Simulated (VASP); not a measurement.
# K in VASP: further runs

Aim: see how the results for K move with the level of theory and the settings. Levels: PBE, r2SCAN+D3(BJ), PBEsol+D3(BJ). Tasks: single point.

Program: VASP 6.6.1. These are calculated values, not measurements. Logs are shortened: lines on timing, memory, paths and dates and some standing lists are left out, and cuts for length are marked.

## (1) The cell of the first run

It takes space group Im-3m (No. 229, cubic). The conventional cell has a = 5.008 Å, b = 5.008 Å, c = 5.008 Å, α = 90.00°, β = 90.00°, γ = 90.00°. Within 5.7 Å of K (site symmetry m-3m) lie 14 K at 4.34 to 5.01 Å.

## (2) Single point, PBE (volume scaled by 0.8)

File INCAR:

```
SYSTEM = K
ALGO     = Fast           ! electronic algorithm
EDIFF    = 1E-6           ! SCF threshold, eV
ENCUT    = 520            ! plane-wave cutoff, eV
GGA      = PE             ! functional
ISIF     = 2              ! what is computed and relaxed
ISMEAR   = -1             ! smearing method
LASPH    = .True.         ! aspherical terms in the spheres
LCHARG   = .False.        ! write CHGCAR
LREAL    = .False.        ! projectors in reciprocal space
LWAVE    = .False.        ! write WAVECAR
NBANDS   = 10             ! bands
NELM     = 80             ! most SCF steps
PREC     = Accurate       ! precision mode
SIGMA    = 0.1            ! smearing width, eV
```

File KPOINTS:

```
k-points
0
Gamma
  7 7 7
  0 0 0
```

File POSCAR:

```
K
1.0
   -2.5041914978      2.5041914978      2.5041914978
    2.5041914978     -2.5041914978      2.5041914978
    2.5041914978      2.5041914978     -2.5041914978
K
1
Direct
    0.0000000000      0.0000000000      0.0000000000
```

Potentials or basis: VASP PAW PBE potentials, release 64 (K_sv).

The run is started by

```sh
> cat potpaw_PBE.64/K_sv/POTCAR > POTCAR
> mpirun -np 1 vasp_std > vasp.out
```

OUTCAR:

```text
SYSTEM = K
   EDIFF = 1E-6
   ENCUT = 520
   GGA = PE
   ISIF = 2
   ISMEAR = -1
   LASPH = .True.
   LREAL = .False.
   NELM = 80
   PREC = Accurate

 ion  position               nearest neighbor table
   1  0.000  0.000  0.000-

  LATTYP: Found a body centered cubic cell.
 ALAT       =     5.0083829956

  Lattice vectors:

 A1 = (  -2.5041914978,   2.5041914978,   2.5041914978)
 A2 = (   2.5041914978,  -2.5041914978,   2.5041914978)
 A3 = (   2.5041914978,   2.5041914978,  -2.5041914978)

Analysis of symmetry for initial positions (statically):
=====================================================================
 Subroutine PRICEL returns:
 Original cell was already a primitive cell.

 Routine SETGRP: Setting up the symmetry group for a
 body centered cubic supercell.

 Subroutine GETGRP returns: Found 48 space group operations
 (whereof 48 operations were pure point group operations)
 out of a pool of 48 trial point group operations.

The static configuration has the point symmetry O_h .

Analysis of symmetry for dynamics (positions and initial velocities):
=====================================================================
 Subroutine PRICEL returns:
 Original cell was already a primitive cell.

 Routine SETGRP: Setting up the symmetry group for a
 body centered cubic supercell.

 Subroutine GETGRP returns: Found 48 space group operations
 (whereof 48 operations were pure point group operations)
 out of a pool of 48 trial point group operations.

The dynamic configuration has the point symmetry O_h .

 Subroutine INISYM returns: Found 48 space group operations
 (whereof 48 operations are pure point group operations),
 and found     1 'primitive' translations

----------------------------------------------------------------------------------------

                                     Primitive cell

  volume of cell :      62.8149

  direct lattice vectors                    reciprocal lattice vectors
    -2.504191498  2.504191498  2.504191498     0.000000000  0.199665241  0.199665241
     2.504191498 -2.504191498  2.504191498     0.199665241  0.000000000  0.199665241
     2.504191498  2.504191498 -2.504191498     0.199665241  0.199665241  0.000000000

  length of vectors
     4.337386906  4.337386906  4.337386906     0.282369292  0.282369292  0.282369292

  position of ions in fractional coordinates (direct lattice)
     0.000000000  0.000000000  0.000000000

  ion indices of the primitive-cell ions
   primitive index   ion index
                 1           1

----------------------------------------------------------------------------------------

 KPOINTS: k-points

Automatic generation of k-mesh.
 Grid dimensions read from file:
 generate k-points for:    7    7    7

 Generating k-lattice:

  Cartesian coordinates                     Fractional coordinates (reciprocal lattice)
     0.000000000  0.028523606  0.028523606     0.142857143  0.000000000  0.000000000
     0.028523606  0.000000000  0.028523606     0.000000000  0.142857143  0.000000000
     0.028523606  0.028523606  0.000000000     0.000000000  0.000000000  0.142857143

  Length of vectors
     0.040338470  0.040338470  0.040338470

  Shift w.r.t. Gamma in fractional coordinates (k-lattice)
     0.000000000  0.000000000  0.000000000

 Subroutine IBZKPT returns following result:
 ===========================================

 Found     20 irreducible k-points:

 Following reciprocal coordinates:
            Coordinates               Weight
  0.000000  0.000000  0.000000      1.000000
  0.142857  0.000000  0.000000     12.000000
  0.285714  0.000000  0.000000     12.000000
  0.428571  0.000000  0.000000     12.000000
  0.142857  0.142857  0.000000     24.000000
  0.285714  0.142857 -0.000000     48.000000
[... 12 lines left out ...]
 -0.428571 -0.428571  0.285714      8.000000
 -0.428571  0.428571  0.428571      6.000000
   k-points           NKPTS =     20   k-points in BZ     NKDIM =     20   number of bands    NBANDS=     10
   number of dos      NEDOS =    301   number of ions     NIONS =      1
   total plane-waves  NPLWV =  32768
   dimension x,y,z NGX =    32 NGY =   32 NGZ =   32
   dimension x,y,z NGXF=    64 NGYF=   64 NGZF=   64
   ions per type =               1
   NGX,Y,Z   is equivalent  to a cutoff of  12.27, 12.27, 12.27 a.u.
   NGXF,Y,Z  is equivalent  to a cutoff of  24.53, 24.53, 24.53 a.u.
 SYSTEM =  K
   PREC   = accura    normal or accurate (medium, high low for compatibility)
   ISTART =      0    job   : 0-new  1-cont  2-samecut
   ICHARG =      2    charge: 1-file 2-atom 10-const
   ISPIN  =      1    spin polarized calculation?
   LNONCOLLINEAR =      F non collinear calculations
   LSORBIT =      F    spin-orbit coupling
   LASPH  =      T    aspherical Exc in radial PAW
   ENCUT  =  520.0 eV  38.22 Ry    6.18 a.u.   8.06  8.06  8.06*2*pi/ulx,y,z
   NELM   =     80;   NELMIN=  2; NELMDL= -5     # of ELM steps
   EDIFF  = 0.1E-05   stopping-criterion for ELM
   LREAL  =      F    real-space projection
[... 7 lines left out ...]
   TEBEG  =    0.0;   TEEND  =   0.0 temperature during run
   PSTRESS=    0.0 pullay stress
   NELECT =       9.0000    total number of electrons
   NUPDOWN=      -1.0000    fix difference up-down
   EMIN   =  10.00;   EMAX   =-10.00  energy-range for DOS
   EFERMI =   0.00;   METHOD = LEGACY
   ISMEAR =    -1;   SIGMA  =   0.10  broadening in eV -4-tet -1-fermi 0-gaus
   EFERMI_NEDOS =   21; number of points for ismear=-14 and -15
   IALGO  =     68    algorithm
   IMIX   =      4    mixing-type and parameters
     AMIX     =   0.40;   BMIX     =  1.00
     AMIX_MAG =   1.60;   BMIX_MAG =  1.00
  volume/ion in A,a.u.               =      62.81       423.90
  Fermi-wavevector in a.u.,A,eV,Ry     =   0.856646  1.618826  9.984535  0.733843
  Thomas-Fermi vector in A             =   1.973580
   LORBIT       =      0    0 simple, 1 ext, 2 COOP (PROOUT), +10 PAW based schemes
   GGA     = PE    functional components
   LHFCALC =     F    Hartree Fock is set to
   AEXX    =    0.0000 exact exchange contribution
   IVDW    =     0    specifies the selected vdW correction
   LEPSILON=     F    determine dielectric tensor
   LRPA    =     F    only Hartree local field effects (RPA)
 non-spin polarized calculation
 RMM-DIIS sequential band-by-band and
  energy-cutoff  :      520.00
  volume of cell :       62.81
 maximum number of plane-waves:      1721
   NGX = 17   NGY = 17   NGZ = 17

 number of electron       8.9999999 magnetization

 Free energy of the ion-electron system (eV)
  ---------------------------------------------------
  ext. energy  EPLUGINS =         0.00000000
  ---------------------------------------------------
  free energy    TOTEN  =        -1.03838388 eV

  energy without entropy =       -1.01474241  energy(sigma->0) =       -1.02656315

 E-fermi :   0.2578     XC(G=0):  -6.0466

 val. band max:        0.1789852611   @ k =  -0.2857   0.4286   0.1429
 cond. band min:       0.3908506681   @ k =  -0.4286   0.4286   0.1429
 fundamental gap:      0.2118654069
 Fermi energy:         0.2577958103

 k-point     1 :       0.0000    0.0000    0.0000
  band No.  band energies     occupation
      1     -31.7954      2.00000
      2     -15.2292      2.00000
      3     -15.2292      2.00000
      4     -15.2292      2.00000
      5      -2.1294      2.00000
      6       4.6988      0.00000
      7       4.6988      0.00000
      8       4.6988      0.00000
      9       5.7113      0.00000
     10       5.7113      0.00000

 k-point     2 :       0.1429    0.0000    0.0000
  band No.  band energies     occupation
      1     -31.7938      2.00000
      2     -15.2516      2.00000
      3     -15.2364      2.00000
      4     -15.2292      2.00000
      5      -1.8424      2.00000
      6       4.2347      0.00000
      7       4.3778      0.00000
      8       4.9436      0.00000
      9       5.4441      0.00000
     10       5.6644      0.00000

 k-point     3 :       0.2857    0.0000    0.0000
  band No.  band energies     occupation
      1     -31.7901      2.00000
      2     -15.3014      2.00000
      3     -15.2525      2.00000
      4     -15.2293      2.00000
      5      -1.0301      1.99999
      6       2.9579      0.00000
      7       3.8403      0.00000
      8       5.5696      0.00000
      9       5.6556      0.00000
     10       5.7244      0.00000

 k-point     4 :       0.4286    0.0000    0.0000
  band No.  band energies     occupation
      1     -31.7872      2.00000
      2     -15.3405      2.00000
      3     -15.2655      2.00000
      4     -15.2294      2.00000
      5       0.1594      1.45582
      6       1.5863      0.00000
      7       3.5073      0.00000
      8       5.5096      0.00000
      9       6.0978      0.00000
     10       6.8343      0.00000

 k-point     5 :       0.1429    0.1429    0.0000
  band No.  band energies     occupation
      1     -31.7911      2.00000
      2     -15.2856      2.00000
      3     -15.2451      2.00000
      4     -15.2344      2.00000
      5      -1.2917      2.00000
      6       3.4914      0.00000
      7       3.8049      0.00000
      8       5.2908      0.00000
      9       5.3647      0.00000
     10       5.9761      0.00000

 k-point     6 :       0.2857    0.1429   -0.0000
  band No.  band energies     occupation
      1     -31.7878      2.00000
      2     -15.3229      2.00000
      3     -15.2647      2.00000
      4     -15.2365      2.00000
      5      -0.2811      1.99091
      6       2.3350      0.00000
      7       3.3013      0.00000
      8       5.3670      0.00000
      9       5.9072      0.00000
     10       6.2430      0.00000
[... 131 lines left out ...]
 k-point    17 :      -0.2857    0.2857    0.2857
  band No.  band energies     occupation
      1     -31.7856      2.00000
      2     -15.2985      2.00000
      3     -15.2783      2.00000
      4     -15.2783      2.00000
      5      -0.0511      1.91287
      6       2.8074      0.00000
      7       3.9498      0.00000
      8       3.9498      0.00000
      9       5.2229      0.00000
     10       5.9032      0.00000

 k-point    18 :      -0.4286    0.4286    0.2857
  band No.  band energies     occupation
      1     -31.7831      2.00000
      2     -15.3210      2.00000
      3     -15.2925      2.00000
      4     -15.2807      2.00000
      5       0.9660      0.00168
      6       2.0125      0.00000
      7       3.6849      0.00000
      8       3.9008      0.00000
      9       5.0161      0.00000
     10       6.6545      0.00000

 k-point    19 :      -0.4286   -0.4286    0.2857
  band No.  band energies     occupation
      1     -31.7819      2.00000
      2     -15.3135      2.00000
      3     -15.3135      2.00000
      4     -15.2841      2.00000
      5       1.6879      0.00000
      6       1.6879      0.00000
      7       3.0733      0.00000
      8       4.6326      0.00000
      9       4.6326      0.00000
     10       6.6529      0.00000

 k-point    20 :      -0.4286    0.4286    0.4286
  band No.  band energies     occupation
      1     -31.7808      2.00000
      2     -15.3113      2.00000
      3     -15.3074      2.00000
      4     -15.3074      2.00000
      5       1.5839      0.00000
      6       1.9409      0.00000
      7       4.1180      0.00000
      8       4.1193      0.00000
      9       4.1193      0.00000
     10       6.9467      0.00000

------------------------ aborting loop because EDIFF is reached ----------------------------------------

  FORCE on cell =-STRESS in cart. coord.  units (eV):
  Direction    XX          YY          ZZ          XY          YZ          ZX
  --------------------------------------------------------------------------------------
  -------------------------------------------------------------------------------------
  Total        0.3003451      0.3003451      0.3003451      0.0000000     -0.0000000      0.0000000
  in kB        7.6607019      7.6607019      7.6607019      0.0000000     -0.0000000      0.0000000
  external PRESSURE =       7.6607019 kB  Pullay stress =       0.0000000 kB

 VOLUME and BASIS-vectors are now :
 -----------------------------------------------------------------------------
  energy-cutoff  :      520.00
  volume of cell :       62.81
      direct lattice vectors                 reciprocal lattice vectors
    -2.504191498  2.504191498  2.504191498     0.000000000  0.199665241  0.199665241
     2.504191498 -2.504191498  2.504191498     0.199665241  0.000000000  0.199665241
     2.504191498  2.504191498 -2.504191498     0.199665241  0.199665241  0.000000000

 POSITION                                       TOTAL-FORCE (eV/Angst)
 -----------------------------------------------------------------------------------
      0.00000      0.00000      0.00000        -0.000000     -0.000000      0.000000
 -----------------------------------------------------------------------------------
    total drift:                                0.000000      0.000000     -0.000000

  FREE ENERGIE OF THE ION-ELECTRON SYSTEM (eV)
  ---------------------------------------------------
  free  energy   TOTEN  =        -1.0383838847 eV

  energy  without entropy=       -1.0147424111  energy(sigma->0) =       -1.02656315
```

Run time: 9 s. Hardware: 1 thread of Intel Xeon Platinum 8259CL at 2.50GHz (Skylake/Cascade Lake), shared host; peak memory 0.17 GiB.

What came out:

```yaml
Free_energy: -1.0384 eV
Pressure: 0.8 GPa
```

Levels at points of the mesh, in eV from the Fermi level:
```
           k point  band 1  band 2  band 3  band 4  band 5  band 6  band 7  band 8  band 9  band 10
(0.00, 0.00, 0.00)  -32.05  -15.49  -15.49  -15.49   -2.39    4.44    4.44    4.44    5.45     5.45
```

(Continued in part 2 of 2.)
